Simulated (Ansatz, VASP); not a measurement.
# TiB2 in VASP and in Ansatz

```xyz
6
Lattice="-3.2192 2.6256 1.5184 3.2192 -2.6256 1.5184 3.2192 2.6256 -1.5184" Properties=species:S:1:pos:R:3 pbc="T T T"
Ti    0.0000    2.6256    0.0000
Ti    0.0000    0.0000    1.5184
B     1.6096    1.7505    1.5184
B     1.6096    0.8751    0.0000
B     4.8289    0.8751    0.0000
B    -1.6096    1.7505    1.5184
```

Alike in both runs: functional PBE; k mesh 6 × 6 × 6; occupations gaussian, width 0.1 eV; no spin polarisation.

Ansatz relaxed the structure, and its values are those at the end. VASP's run is a single point on that final structure, the one shown.

|  | VASP | Ansatz |
| --- | --- | --- |
| version | VASP 6.6.1 | Ansatz 0.2.0 |
| potentials or method | VASP PAW PBE potentials, release 64 (Ti_sv, B), cutoff 520 eV | scalar-relativistic, plane waves, PAW |
| valence electrons in the cell | 36 | 36 |

```tsv
	VASP	Ansatz	Ansatz less VASP
gap on the k mesh at the Fermi level (eV)	none	none	-
pressure (GPa)	0.2	0.0	-0.17
```

A gap of «none» marks a metal or a gap that the smearing closes. With one functional, cell and mesh, what is left measures potentials, basis and numerics.

The k mesh is coarse, so the values compare programs but aren't converged.
